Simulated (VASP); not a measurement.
InAs, 2 atoms in the cell. It takes space group F-43m (No. 216, cubic). The conventional cell has a = 5.841 Å, b = 5.841 Å, c = 5.841 Å, α = 90.00°, β = 90.00°, γ = 90.00°. In (site symmetry -43m) has 4 As at 2.53 Å within 3.3 Å. As (site symmetry -43m) has 4 In at 2.53 Å within 3.3 Å. 

```yaml
Program: VASP 6.6.1
Task: single point
Functional: LDA
Potentials_or_basis: VASP PAW LDA potentials, release 64 (In_d, As)
Cutoff: 520 eV
k_mesh: 14 × 14 × 14
Occupations: fermi-dirac, width 0.08 eV
Spin: no spin polarisation
Dipole_correction: no
Further_INCAR_settings: ALGO = Normal; EDIFF = 1e-07; NBANDS = 16
```

Potentials or basis: VASP PAW LDA potentials, release 64 (In_d, As).

Command:

```sh
$ cat potpaw_LDA.64/In_d/POTCAR potpaw_LDA.64/As/POTCAR > POTCAR
$ mpirun -np 1 vasp_std > vasp.out
```

Hardware: 1 thread of Intel(R) Xeon(R) Platinum 8488C (Sapphire Rapids), with other jobs on the host.

Q: How long does it take, and how much memory?

A: It took 67 s on 1 thread of Intel(R) Xeon(R) Platinum 8488C (Sapphire Rapids), with other jobs on the host, peak memory 0.21 GiB. Counts: scf iterations 13, k points 104.
